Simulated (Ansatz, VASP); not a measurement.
La2O3 in VASP and in Ansatz

```
La O
1.0
     3.94966    0.00357   -0.00128
    -1.97161    3.40202   -0.00525
    -0.00362   -0.02109   12.39746
La O
4 6
Direct
  0.66833 0.33538 0.37615
  0.66814 0.33538 0.87618
  0.33186 0.66464 0.12377
  0.33168 0.66456 0.62380
  0.66702 0.33363 0.17743
  0.66679 0.33361 0.67746
  0.33321 0.66639 0.32256
  0.33297 0.66638 0.82261
  0.00003 0.00000 0.00002
  0.99997 0.00004 0.50001
```

Change from the starting cell: cell x2, atoms moved at random (sigma 0.15 Å) and cell strained at random (1.5 %), then relaxed without symmetry.

Alike in both runs: functional PBE; k mesh 6 × 6 × 1; occupations gaussian, width 0.1 eV; no spin polarisation.

Ansatz relaxed the structure, and its values are those at the end. VASP's run is a single point on that final structure, the one shown.

|  | VASP | Ansatz |
| --- | --- | --- |
| version | VASP 6.6.1 | Ansatz 0.2.0 |
| potentials or method | VASP PAW PBE potentials, release 64 (La, O), cutoff 520 eV | scalar-relativistic, plane waves, PAW |
| valence electrons in the cell | 80 | 80 |

```csv
,VASP,Ansatz,Ansatz less VASP
gap on the k mesh at the Fermi level (eV),3.84,3.83,-0.018
least direct gap on the mesh (eV),3.84,3.83,-0.018
pressure (GPa),-0.4,-0.1,+0.29
```

The k mesh is coarse, so the values compare programs but aren't converged. Neither program's run includes spin-orbit coupling.
